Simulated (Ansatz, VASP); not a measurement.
# Two plane-wave programs on W

Contents of INCAR:

```
PREC = Accurate
ENCUT = 500
EDIFF = 1E-6
ISMEAR = 0
SIGMA = 0.15
LREAL = False
LASPH = True
NELM = 120
ALGO = Normal
ISIF = 2
LWAVE = False
LCHARG = False
GGA = CA
NBANDS = 21
GGA_COMPAT = False
```

File KPOINTS:

```
regular mesh
0
Gamma
  16 16 12
```

POSCAR

```
W
1.0
    0.0000000000     -1.9864787844     -1.9864787844
    0.0000000000      1.9864787844     -1.9864787844
    3.9729575688      0.0000000000      0.0000000000
W
2
Direct
    0.5406749876      0.4593250124      0.4931537150
   -0.0406749876      0.0406749876      0.0068462850
```

Input for Ansatz:

```yaml
crystal:
  lattice:
    - [0.0, -1.9864787844, -1.9864787844]
    - [0.0, 1.9864787844, -1.9864787844]
    - [3.9729575688, 0.0, 0.0]
  atoms:
    - { symbol: W, position: [0.5406749876, 0.4593250124, 0.493153715] }
    - { symbol: W, position: [-0.0406749876, 0.0406749876, 0.006846285] }
basis:
  ecutwfc: 420
kpoints:
  mp_grid: { grid: [16, 16, 12] }
hamiltonian:
  xc: lda
  pseudopotentials: { kind: paw, azcp: { folder: soft_1 } }
scf:
  occupations: { method: gaussian, width: 0.15 }
output:
  forces: true
  stress: true
  eigenvalues: true
```

Change from the starting cell: mode 4 frozen in at -0.162 Å and mode 6 at -0.027 Å (largest displacements).

Alike in both runs: task single point; functional LDA; k mesh 16 × 16 × 12; occupations gaussian, width 0.15 eV; no spin polarisation.

|  | VASP | Ansatz |
| --- | --- | --- |
| version | VASP 6.6.1 | Ansatz 0.2.0 |
| potentials or method | VASP PAW LDA potentials, release 64 (W_sv), cutoff 500 eV | scalar-relativistic, plane waves, PAW |
| valence electrons in the cell | 28 | 28 |

```csv
,VASP,Ansatz,Ansatz less VASP
gap on the k mesh at the Fermi level (eV),none,none,-
pressure (GPa),8.4,6.6,-1.79
"traceless stress, the component that is largest in VASP (GPa)",-6.61,-6.64,-0.024
rms of the force components (eV/Å),0.819,0.789,-0.0302
```

Ansatz warns that its potentials were made for another functional, while VASP's fit it. LDA's correlation is that of Perdew and Zunger in VASP and of Perdew and Wang (1992) in Ansatz. Atom by atom the forces differ by 0.030 eV/Å (rms over components). A gap of «none» marks a metal or a gap that the smearing closes.

Spin-orbit coupling is off throughout.
